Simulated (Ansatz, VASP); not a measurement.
Ba in VASP and in Ansatz

```xyz
3
Lattice="7.6361 0.0000 0.0000 -3.8181 6.6131 0.0000 0.0000 0.0000 4.5363" Properties=species:S:1:pos:R:3 pbc="T T T"
Ba    0.0000    0.0000    0.0000
Ba    0.0000    4.4087    2.2681
Ba    3.8181    2.2044    2.2681
```

Alike in both runs: task single point; functional revPBE; k mesh 6 × 6 × 8; occupations fermi-dirac, width 0.1 eV; no spin polarisation.

|  | VASP | Ansatz |
| --- | --- | --- |
| version | VASP 6.6.1 | Ansatz 0.2.0 |
| potentials or method | VASP PAW PBE potentials, release 64 (Ba_sv), cutoff 520 eV | plane waves (420 eV) with PAW, scalar-relativistic |
| valence electrons in the cell | 30 | 30 |

|  | VASP | Ansatz | Ansatz less VASP |
| --- | --- | --- | --- |
| pressure (GPa) | -0.7 | -0.7 | -0.02 |

VASP's potentials were made for PBE, not for revPBE.

Spin-orbit coupling is off throughout.
